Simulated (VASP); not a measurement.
# KBr (Fm-3m) in VASP: notebook

The runs below take KBr through relaxation of cell and atoms, single point, with PBEsol, PBE, LDA.

Program: VASP 6.6.1. These are calculated values, not measurements. Logs are shortened: lines on timing, memory, paths and dates and some standing lists are left out, and cuts for length are marked.

## 1. The cell of the first run

The structure is cubic, space group Fm-3m (No. 225). Conventional cell: a = 6.600 Å, b = 6.600 Å, c = 6.600 Å, α = 90.00°, β = 90.00°, γ = 90.00°. Br (site symmetry m-3m) has 6 K at 3.30 Å within 4.3 Å. K (site symmetry m-3m) has 6 Br at 3.30 Å within 4.3 Å.

## 2. Relaxation of cell and atoms, PBEsol, target pressure 30 GPa, at which the enthalpy is minimised

Input file INCAR:

```
  PREC = Accurate
  ENCUT = 600
  EDIFF = 1E-7
  ISMEAR = -1
  SIGMA = 0.05
  LREAL = False
  LASPH = True
  NELM = 80
  ALGO = Normal
  ISIF = 3
  LWAVE = False
  LCHARG = False
  GGA = PS
  IBRION = 2
  NSW = 80
  EDIFFG = -0.01
  PSTRESS = 300.0
```

Input file KPOINTS:

```
Automatic mesh
0
Gamma
  7 7 7
```

Input file POSCAR:

```
KBr
1.0
    0.0000000000      3.3000000000      3.3000000000
    3.3000000000      0.0000000000      3.3000000000
    3.3000000000      3.3000000000      0.0000000000
Br K
1 1
Direct
    0.5000000000      0.5000000000      0.5000000000
    0.0000000000      0.0000000000      0.0000000000
```

Potentials or basis: VASP PAW PBE potentials, release 64 (Br, K_sv).

Launch:

```sh
cat potpaw_PBE.64/Br/POTCAR potpaw_PBE.64/K_sv/POTCAR > POTCAR
mpirun -np 1 vasp_std > vasp.out
```

OUTCAR:

```text
PREC = Accurate
   ENCUT = 600
   EDIFF = 1E-7
   ISMEAR = -1
   LREAL = False
   LASPH = True
   NELM = 80
   ISIF = 3
   GGA = PS
   IBRION = 2
   NSW = 80
   EDIFFG = -0.01
   PSTRESS = 300.0

 ion  position               nearest neighbor table
   1  0.500  0.500  0.500-   2 3.30   2 3.30   2 3.30   2 3.30   2 3.30   2 3.30
   2  0.000  0.000  0.000-   1 3.30   1 3.30   1 3.30   1 3.30   1 3.30   1 3.30

  LATTYP: Found a face centered cubic cell.
 ALAT       =     6.6000000000

  Lattice vectors:

 A1 = (   0.0000000000,   3.3000000000,   3.3000000000)
 A2 = (   3.3000000000,   0.0000000000,   3.3000000000)
 A3 = (   3.3000000000,   3.3000000000,   0.0000000000)

Analysis of symmetry for initial positions (statically):
=====================================================================
 Subroutine PRICEL returns:
 Original cell was already a primitive cell.

 Routine SETGRP: Setting up the symmetry group for a
 face centered cubic supercell.

 Subroutine GETGRP returns: Found 48 space group operations
 (whereof 48 operations were pure point group operations)
 out of a pool of 48 trial point group operations.

The static configuration has the point symmetry O_h .

Analysis of symmetry for dynamics (positions and initial velocities):
=====================================================================
 Subroutine PRICEL returns:
 Original cell was already a primitive cell.

 Routine SETGRP: Setting up the symmetry group for a
 face centered cubic supercell.

 Subroutine GETGRP returns: Found 48 space group operations
 (whereof 48 operations were pure point group operations)
 out of a pool of 48 trial point group operations.

The dynamic configuration has the point symmetry O_h .

 Subroutine INISYM returns: Found 48 space group operations
 (whereof 48 operations are pure point group operations),
 and found     1 'primitive' translations

----------------------------------------------------------------------------------------

                                     Primitive cell

  volume of cell :      71.8740

  direct lattice vectors                    reciprocal lattice vectors
     0.000000000  3.300000000  3.300000000    -0.151515152  0.151515152  0.151515152
     3.300000000  0.000000000  3.300000000     0.151515152 -0.151515152  0.151515152
     3.300000000  3.300000000  0.000000000     0.151515152  0.151515152 -0.151515152

  length of vectors
     4.666904756  4.666904756  4.666904756     0.262431941  0.262431941  0.262431941

  position of ions in fractional coordinates (direct lattice)
     0.500000000  0.500000000  0.500000000
     0.000000000  0.000000000  0.000000000

  ion indices of the primitive-cell ions
   primitive index   ion index
                 1           1
                 2           2

----------------------------------------------------------------------------------------

 KPOINTS: Automatic mesh

Automatic generation of k-mesh.
 Grid dimensions read from file:
 generate k-points for:    7    7    7

 Generating k-lattice:

  Cartesian coordinates                     Fractional coordinates (reciprocal lattice)
    -0.021645022  0.021645022  0.021645022     0.142857143  0.000000000  0.000000000
     0.021645022 -0.021645022  0.021645022     0.000000000  0.142857143  0.000000000
     0.021645022  0.021645022 -0.021645022     0.000000000  0.000000000  0.142857143

  Length of vectors
     0.037490277  0.037490277  0.037490277

  Shift w.r.t. Gamma in fractional coordinates (k-lattice)
     0.000000000  0.000000000  0.000000000

 Subroutine IBZKPT returns following result:
 ===========================================

 Found     20 irreducible k-points:

 Following reciprocal coordinates:
            Coordinates               Weight
  0.000000  0.000000  0.000000      1.000000
  0.142857  0.000000  0.000000      8.000000
  0.285714  0.000000  0.000000      8.000000
  0.428571  0.000000  0.000000      8.000000
  0.142857  0.142857  0.000000      6.000000
  0.285714  0.142857  0.000000     24.000000
[... 12 lines left out ...]
 -0.428571  0.428571  0.142857     24.000000
 -0.285714  0.428571  0.142857     24.000000
   k-points           NKPTS =     20   k-points in BZ     NKDIM =     20   number of bands    NBANDS=     12
   number of dos      NEDOS =    301   number of ions     NIONS =      2
   total plane-waves  NPLWV =  64000
   dimension x,y,z NGX =    40 NGY =   40 NGZ =   40
   dimension x,y,z NGXF=    80 NGYF=   80 NGZF=   80
   ions per type =               1   1
   NGX,Y,Z   is equivalent  to a cutoff of  14.25, 14.25, 14.25 a.u.
   NGXF,Y,Z  is equivalent  to a cutoff of  28.50, 28.50, 28.50 a.u.
 SYSTEM =  unknown system
   PREC   = accura    normal or accurate (medium, high low for compatibility)
   ISTART =      0    job   : 0-new  1-cont  2-samecut
   ICHARG =      2    charge: 1-file 2-atom 10-const
   ISPIN  =      1    spin polarized calculation?
   LNONCOLLINEAR =      F non collinear calculations
   LSORBIT =      F    spin-orbit coupling
   LASPH  =      T    aspherical Exc in radial PAW
   ENCUT  =  600.0 eV  44.10 Ry    6.64 a.u.   9.32  9.32  9.32*2*pi/ulx,y,z
   NELM   =     80;   NELMIN=  2; NELMDL= -5     # of ELM steps
   EDIFF  = 0.1E-06   stopping-criterion for ELM
   LREAL  =      F    real-space projection
   EDIFFG = -.1E-01   stopping-criterion for IOM
   NSW    =     80    number of steps for IOM
   IBRION =      2    ionic relax: 0-MD 1-quasi-New 2-CG
   NFREE  =      1    steps in history (QN), initial steepest desc. (CG)
   ISIF   =      3    stress and relaxation
   ISYM   =      2    0-nonsym 1-usesym 2-fastsym
   POTIM  = 0.5000    time-step for ionic-motion
   TEBEG  =    0.0;   TEEND  =   0.0 temperature during run
   PSTRESS=  300.0 pullay stress
   NELECT =      16.0000    total number of electrons
   NUPDOWN=      -1.0000    fix difference up-down
   EMIN   =  10.00;   EMAX   =-10.00  energy-range for DOS
   EFERMI =   0.00;   METHOD = LEGACY
   ISMEAR =    -1;   SIGMA  =   0.05  broadening in eV -4-tet -1-fermi 0-gaus
   EFERMI_NEDOS =   21; number of points for ismear=-14 and -15
   IALGO  =     38    algorithm
   IMIX   =      4    mixing-type and parameters
     AMIX     =   0.40;   BMIX     =  1.00
     AMIX_MAG =   1.60;   BMIX_MAG =  1.00
  volume/ion in A,a.u.               =      35.94       242.51
  Fermi-wavevector in a.u.,A,eV,Ry     =   0.992181  1.874950 13.393889  0.984423
  Thomas-Fermi vector in A             =   2.123975
   LORBIT       =      0    0 simple, 1 ext, 2 COOP (PROOUT), +10 PAW based schemes
   GGA     = PS    functional components
   LHFCALC =     F    Hartree Fock is set to
   AEXX    =    0.0000 exact exchange contribution
   IVDW    =     0    specifies the selected vdW correction
   LEPSILON=     F    determine dielectric tensor
   LRPA    =     F    only Hartree local field effects (RPA)
 conjugate gradient relaxation of ions
 non-spin polarized calculation
  energy-cutoff  :      600.00
  volume of cell :       71.87
 maximum number of plane-waves:      2421
 NGX is ok and might be reduce to    40
   NGX = 19   NGY = 19   NGZ = 19

--------------------------------------- Ionic step        1  -------------------------------------------

 number of electron      16.0000000 magnetization

 Free energy of the ion-electron system (eV)
  ---------------------------------------------------
  ext. energy  EPLUGINS =         0.00000000
  ---------------------------------------------------
  free energy    TOTEN  =        -6.45885932 eV

  energy without entropy =       -6.45885932  energy(sigma->0) =       -6.45885932

 E-fermi :  -0.7807     XC(G=0):  -7.5455

 val. band max:       -1.8264215020   @ k =   0.0000   0.0000   0.0000
 cond. band min:       2.4524434582   @ k =   0.0000   0.0000   0.0000
 fundamental gap:      4.2788649602
 Fermi energy:        -0.7807480718

 k-point     1 :       0.0000    0.0000    0.0000
  band No.  band energies     occupation
      1     -29.4384      2.00000
      2     -14.1331      2.00000
      3     -12.9813      2.00000
      4     -12.9813      2.00000
      5     -12.9813      2.00000
      6      -1.8264      2.00000
      7      -1.8264      2.00000
      8      -1.8264      2.00000
      9       2.4524      0.00000
     10       5.7023      0.00000
     11       5.7023      0.00000
     12       5.7023      0.00000
[... 388 lines left out ...]
  FREE ENERGIE OF THE ION-ELECTRON SYSTEM (eV)
  ---------------------------------------------------
  free  energy   TOTEN  =        -5.5118777867 eV

  energy  without entropy=       -5.5118777867  energy(sigma->0) =       -5.51187779

  enthalpy is  TOTEN    =         3.1168506804 eV   P V=        8.6287284671

 E-fermi :   2.3996     XC(G=0):  -9.9940

 val. band max:        1.3944681155   @ k =   0.0000   0.0000   0.0000
 cond. band min:       5.7007511960   @ k =   0.4286   0.4286   0.0000
 fundamental gap:      4.3062830805
 Fermi energy:         2.3996143240

 k-point     1 :       0.0000    0.0000    0.0000
  band No.  band energies     occupation
      1     -25.7211      2.00000
      2     -12.0196      2.00000
      3      -9.2799      2.00000
      4      -9.2799      2.00000
      5      -9.2799      2.00000
      6       1.3945      2.00000
      7       1.3945      2.00000
      8       1.3945      2.00000
      9       7.6311      0.00000
     10       8.2645      0.00000
     11       8.2645      0.00000
     12       8.2645      0.00000
[... 271 lines left out ...]
 k-point    20 :      -0.2857    0.4286    0.1429
  band No.  band energies     occupation
      1     -25.6002      2.00000
      2     -12.1806      2.00000
      3      -9.8294      2.00000
      4      -9.6339      2.00000
      5      -8.8547      2.00000
      6      -0.1990      2.00000
      7       0.3361      2.00000
      8       0.4483      2.00000
      9       8.1009      0.00000
     10       9.4538      0.00000
     11      11.5323      0.00000
     12      12.3637      0.00000

[... ionic steps 4 to 14 ...]

--------------------------------------- Ionic step       15  -------------------------------------------

 number of electron      16.0000000 magnetization

------------------------ aborting loop because EDIFF is reached ----------------------------------------

  FORCE on cell =-STRESS in cart. coord.  units (eV):
  Direction    XX          YY          ZZ          XY          YZ          ZX
  --------------------------------------------------------------------------------------
  -------------------------------------------------------------------------------------
  Total        7.7283239      7.7283239      7.7283239      0.0000000      0.0000000     -0.0000000
  in kB      296.4720321    296.4720321    296.4720321      0.0000000      0.0000000     -0.0000000
  external PRESSURE =      -3.5279679 kB  Pullay stress =     300.0000000 kB
[... 61 lines left out ...]
  enthalpy is  TOTEN    =         2.9520267219 eV   P V=        7.7802263821

--------------------------------------- Ionic step       17  -------------------------------------------

 number of electron      16.0000000 magnetization

 Free energy of the ion-electron system (eV)
  ---------------------------------------------------
  ext. energy  EPLUGINS =         0.00000000
  ---------------------------------------------------
  free energy    TOTEN  =        -4.84713538 eV

  energy without entropy =       -4.84713538  energy(sigma->0) =       -4.84713538

 E-fermi :   2.5064     XC(G=0): -10.0402

 val. band max:        1.4748192599   @ k =   0.0000   0.0000   0.0000
 cond. band min:       5.7369047704   @ k =   0.4286   0.4286   0.0000
 fundamental gap:      4.2620855105
 Fermi energy:         2.5063881735

 k-point     1 :       0.0000    0.0000    0.0000
  band No.  band energies     occupation
      1     -25.6482      2.00000
      2     -11.9670      2.00000
      3      -9.2049      2.00000
      4      -9.2049      2.00000
      5      -9.2049      2.00000
      6       1.4748      2.00000
      7       1.4748      2.00000
      8       1.4748      2.00000
      9       7.7603      0.00000
     10       8.3185      0.00000
     11       8.3185      0.00000
     12       8.3185      0.00000
[... 312 lines left out ...]
  FREE ENERGIE OF THE ION-ELECTRON SYSTEM (eV)
  ---------------------------------------------------
  free  energy   TOTEN  =        -4.8471353774 eV

  energy  without entropy=       -4.8471353773  energy(sigma->0) =       -4.84713538

  enthalpy is  TOTEN    =         2.9519289753 eV   P V=        7.7990643527

 reached required accuracy - stopping structural energy minimisation
```

Run time: 6.1 min. Hardware: 1 thread of AMD EPYC 7R43 (Zen 3), shared host; peak memory 0.24 GiB.

Results:

```
Free energy                                            : -4.8471 eV
Relaxed volume                                         : 20.83 Å³/atom
Relaxed cell                                           : a = 3.891 Å, b = 3.891 Å, c = 3.891 Å, α = 60.00°, β = 60.00°, γ = 60.00°
Space group after relaxing (to 0.05 Å)                 : Fm-3m (No. 225)
Energy change on relaxing (the enthalpy is what falls) : +805.9 meV/atom
Ionic steps                                            : 17
Pressure after relaxing                                : 30.0 GPa
Band gap on the k mesh                                 : 4.26 eV, indirect (least direct gap 4.66 eV)
```

Step by step:
```
step  energy change (eV)  largest force (eV/Å)  pressure (GPa)  volume (Å³)
   1              0.0000                0.0000           -0.28        71.87
   2             14.9746                0.0000          275.43        21.85
   3              0.9470                0.0000           18.92        46.08
   4              1.2991                0.0000           24.79        43.49
   5              1.6279                0.0000           30.27        41.57
   6              1.5356                0.0000           28.73        42.07
   7              1.5396                0.0000           28.80        42.04
   8              1.5517                0.0000           29.00        41.98
   9              1.5519                0.0000           28.99        41.98
  10              1.5526                0.0000           29.01        41.97
  11              1.5538                0.0000           29.03        41.97
  12              1.5562                0.0000           29.07        41.95
  13              1.5611                0.0000           29.16        41.93
  14              1.5709                0.0000           29.32        41.87
  15              1.5906                0.0000           29.65        41.76
  16              1.6307                0.0000           30.32        41.55
  17              1.6117                0.0000           30.00        41.65
```

Final structure:
```cif
data_structure
_symmetry_space_group_name_H-M 'P 1'
_symmetry_Int_Tables_number 1
_cell_length_a 3.8909
_cell_length_b 3.8909
_cell_length_c 3.8909
_cell_angle_alpha 60.000
_cell_angle_beta 60.000
_cell_angle_gamma 60.000
_cell_volume 41.65
loop_
_atom_site_label
_atom_site_type_symbol
_atom_site_fract_x
_atom_site_fract_y
_atom_site_fract_z
_atom_site_occupancy
Br1 Br 0.50000 0.50000 0.50000 1
K1 K 0.00000 0.00000 0.00000 1
```

Caveat: the cell is relaxed towards a set pressure, so the enthalpy falls and the energy may rise; the volume moved by over 15 % at a fixed basis, so the end points are rough; the PAW data sets were made with another functional, which shifts forces and pressure a little. A k mesh can miss the band edges.

## 3. Single point, PBE

Input file INCAR:

```
SYSTEM = KBr
ALGO = Normal ; EDIFF = 1E-7
ENCUT = 520 ; GGA = PE
ISIF = 2 ; ISMEAR = -1
LASPH = .TRUE. ; LCHARG = .TRUE.
LELF = .TRUE. ; LREAL = .FALSE.
LVHAR = .TRUE. ; LWAVE = .FALSE.
NBANDS = 15 ; NELM = 60
PREC = Accurate ; SIGMA = 0.03
```

Input file KPOINTS:

```
k-points
0
G
  5 5 5
  0 0 0
```

POSCAR is that of step 2.

Potentials or basis: VASP PAW PBE potentials, release 64 (Br, K_sv).

Launch:

```sh
cat potpaw_PBE.64/Br/POTCAR potpaw_PBE.64/K_sv/POTCAR > POTCAR
mpirun -np 1 vasp_std > vasp.out
```

It took 16 s on 1 thread of Intel Xeon Platinum 8488C (Sapphire Rapids), shared host; peak memory 0.2 GiB.

The run converged. Its results:

```yaml
Free_energy: -6.2150 eV
Pressure: 0.8 GPa
Band_gap_on_the_k_mesh: 4.43 eV, direct
```

Levels at points of the mesh, in eV from the valence-band top:
```csv
k point,band 5,band 6,band 7,band 8,band 9,band 10,band 11,band 12
"(0.00, 0.00, 0.00)",-11.26,0.00,0.00,0.00,4.43,7.60,7.60,7.60
```

(Continued in part 2 of 2.)
